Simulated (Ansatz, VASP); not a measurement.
## Ta2AlN3 in VASP and in Ansatz

File INCAR:

```
SYSTEM = Ta2AlN3
PREC = Accurate
ENCUT = 600
EDIFF = 1E-6
ISMEAR = 0
SIGMA = 0.1
LREAL = .FALSE.
LASPH = .TRUE.
NELM = 60
ALGO = Normal
ISIF = 3
LWAVE = .FALSE.
LCHARG = .FALSE.
GGA = PE
IBRION = 2
NSW = 100
EDIFFG = -0.01
```

File KPOINTS:

```
regular mesh
0
G
  12 12 14
  0 0 0
```

The input POSCAR:

```
Ta2AlN3
1.0
    5.1743825118      0.0000000000      0.0000000000
   -2.5871912559      4.4811467041      0.0000000000
    0.0000000000      0.0000000000      2.8455805969
Ta Al N
2 1 3
Direct
    0.3333333333      0.6666666667      0.5000000000
    0.0000000000      0.0000000000      0.0000000000
    0.6666666667      0.3333333333      0.5000000000
    0.3979951094      0.0054789759      0.0000000000
    0.6074838665      0.6020048906      0.0000000000
    0.9945210241      0.3925161335      0.0000000000
```

Input for Ansatz:

```yaml
crystal:
  lattice:
    - [5.1743825118, 0.0, 0.0]
    - [-2.5871912559, 4.4811467041, 0.0]
    - [0.0, 0.0, 2.8455805969]
  atoms:
    - { symbol: Ta, position: [0.3333333333, 0.6666666667, 0.5] }
    - { symbol: Ta, position: [0.0, 0.0, 0.0] }
    - { symbol: Al, position: [0.6666666667, 0.3333333333, 0.5] }
    - { symbol: "N", position: [0.3979951094, 0.0054789759, 0.0] }
    - { symbol: "N", position: [0.6074838665, 0.6020048906, 0.0] }
    - { symbol: "N", position: [0.9945210241, 0.3925161335, 0.0] }
basis:
  ecutwfc: 420
kpoints:
  mp_grid: { grid: [12, 12, 14] }
hamiltonian:
  xc: pbe
scf:
  occupations: { method: gaussian, width: 0.1 }
output:
  forces: true
  stress: true
  eigenvalues: true
relax:
  adjacent_minimum: "off"
  f_tol: 0.01
  max_steps: 80
  cell: { stress_tol: 0.05 }
```

Alike in both runs: task relaxation of cell and atoms; functional PBE; k mesh 12 × 12 × 14; occupations gaussian, width 0.1 eV; no spin polarisation.

|  | VASP | Ansatz |
| --- | --- | --- |
| version | VASP 6.6.1 | Ansatz 0.2.0 |
| potentials or method | VASP PAW PBE potentials, release 64 (Ta_pv, Al, N), cutoff 600 eV | scalar-relativistic, plane waves, PAW |
| valence electrons in the cell | 40 | 44 |

VASP gave:

- gap on the k mesh at the Fermi level, each at its own relaxed structure (eV): none
- relaxed volume (Å³/atom): 11.01
- relaxed length of the cell vector where the two differ most in proportion (Å): 5.173

**Question.** What did Ansatz give for the same quantities?

**Answer.** gap on the k mesh at the Fermi level, each at its own relaxed structure (eV): none; relaxed volume (Å³/atom): 11.00; relaxed length of the cell vector where the two differ most in proportion (Å): 5.170.

A gap of «none» marks a metal or a gap that the smearing closes. VASP's potentials hold 40 valence electrons a cell and Ansatz's 44, so a difference there can come from the potentials and not from the codes.

Spin-orbit coupling is off throughout.
